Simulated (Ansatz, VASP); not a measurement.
# CoMo: VASP beside Ansatz

The input INCAR:

```
SYSTEM = CoMo
PREC = Accurate
ENCUT = 520
EDIFF = 1E-7
ISMEAR = -1
SIGMA = 0.05
LREAL = .FALSE.
LASPH = .TRUE.
NELM = 60
ALGO = Normal
ISIF = 2
LWAVE = .FALSE.
LCHARG = .TRUE.
LELF = .TRUE.
LVHAR = .TRUE.
NBANDS = 18
```

The input KPOINTS:

```
regular mesh
0
G
  14 14 8
  0 0 0
```

The input POSCAR:

```
CoMo
1.0
    2.8477890811      0.0000000000      0.0000000000
   -1.4238945405      2.4662576888      0.0000000000
    0.0000000000      0.0000000000      4.4209203655
Co Mo
1 1
Direct
    0.6666666667      0.3333333333      0.5000000000
    0.3333333333      0.6666666667      0.0000000000
```

Input for Ansatz:

```yaml
crystal:
  lattice:
    - [2.8477890811, 0.0, 0.0]
    - [-1.4238945405, 2.4662576888, 0.0]
    - [0.0, 0.0, 4.4209203655]
  atoms:
    - { symbol: Co, position: [0.6666666667, 0.3333333333, 0.5] }
    - { symbol: Mo, position: [0.3333333333, 0.6666666667, 0.0] }
kpoints:
  mp_grid: { grid: [14, 14, 8] }
scf:
  occupations: { method: fermi_dirac, width: 0.05 }
hamiltonian:
  xc: lda
  pseudopotentials: { kind: paw }
output:
  forces: true
  stress: true
  eigenvalues: true
```

Change from the starting cell: volume scaled by 1.18, no spin polarisation, PAW files.

Alike in both runs: task single point; functional LDA; k mesh 14 × 14 × 8; occupations fermi-dirac, width 0.05 eV; no spin polarisation.

|  | VASP | Ansatz |
| --- | --- | --- |
| version | VASP 6.6.1 | Ansatz 0.2.0 |
| potentials or method | VASP PAW LDA potentials, release 64 (Co, Mo_sv) | PAW with Ansatz's default frozen-core files, scalar-relativistic |
| plane-wave cutoff (eV) | 520 | 420 |
| valence electrons in the cell | 23 | 31 |

```tsv
	VASP	Ansatz	Ansatz less VASP
pressure (GPa)	-37.8	-38.3	-0.55
traceless stress, the component that is largest in VASP (GPa)	-0.46	-0.24	+0.218
```

LDA's correlation is that of Perdew and Zunger in VASP and of Perdew and Wang (1992) in Ansatz. Both programs put the cell under strong tension, so it lies far from rest at this level. VASP's potentials hold 23 valence electrons a cell and Ansatz's 31, so a difference there can come from the potentials and not from the codes.

Noted on VASP's run: the cell as given lies far from equilibrium.
